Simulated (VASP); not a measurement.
A run of VASP 6.6.1:

Contents of INCAR:

```
SYSTEM = CoO
PREC = Accurate
ENCUT = 600
EDIFF = 1E-8
ISMEAR = -1
SIGMA = 0.05
LREAL = .FALSE.
LASPH = .TRUE.
NELM = 200
ALGO = Normal
ISIF = 2
LWAVE = .FALSE.
LCHARG = .FALSE.
ISPIN = 2
MAGMOM = 2 0
LORBIT = 11
LMAXMIX = 4
GGA = PE
NBANDS = 18
IBRION = 8
NSW = 1
GGA_COMPAT = .FALSE.
```

The input KPOINTS:

```
Automatic mesh
0
G
  8 8 8
  0 0 0
```

File POSCAR:

```
CoO
1.0
    1.5054695445      0.8691832468      2.4399269062
   -1.5054695445      0.8691832468      2.4399269062
    0.0000000000     -1.7383664936      2.4399269062
Co O
1 1
Direct
    0.0000000000      0.0000000000      0.0000000000
    0.5000000000      0.5000000000      0.5000000000
```

Potentials or basis: VASP PAW PBE potentials, release 64 (Co, O).

Command:

```sh
$ cat potpaw_PBE.64/Co/POTCAR potpaw_PBE.64/O/POTCAR > POTCAR
$ mpirun -np 1 vasp_std > vasp.out
```

Hardware: 1 thread of Oxide Virtual Turin-like Processor (shared host).

**Question.** How long does it take, and how much memory?

**Answer.** Run time: 14 min on 1 thread of Oxide Virtual Turin-like Processor, on a shared host, peak memory 0.4 GiB. Counts: scf iterations 94, k points 65.
